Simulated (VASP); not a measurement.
Runs of VASP 6.6.1 on BeTe. The structure is that of space group F-43m (No. 216), or close to it. The cells are those of the table. 

| cell | gap on the mesh (eV) | pressure (GPa) |
| --- | --- | --- |
| a = 3.840, b = 3.840, c = 3.761 Å, angles 60.7, 60.7, 58.6°, 2 atoms | 1.34 | 7.2 |
| a = 3.683, b = 3.683, c = 3.604 Å, angles 60.7, 60.7, 58.6°, 2 atoms | 0.91 | (b) |
| a = 4.231 Å, angles 60.0°, 2 atoms | 2.23 | -9.0 |
| a = 3.604 Å, angles 60.0°, 2 atoms | (c) | 28.1 |
| a = 4.074 Å, angles 60.0°, 2 atoms | 2.02 | (a) |

Alike in all rows: task single point; level LDA; potentials or basis VASP PAW LDA potentials, release 64 (Be, Te); no spin polarisation; k mesh 8 × 8 × 8; cutoff (eV) 520; smearing gaussian 0.05 eV.

Estimate the missing entries.

(a) -5.4; (b) 21.6; (c) 1.00.

Caveats: spin-orbit coupling is left out, which moves the levels of the heavy elements.

A k mesh can miss the band edges, and the runs leave out spin-orbit coupling on Te.
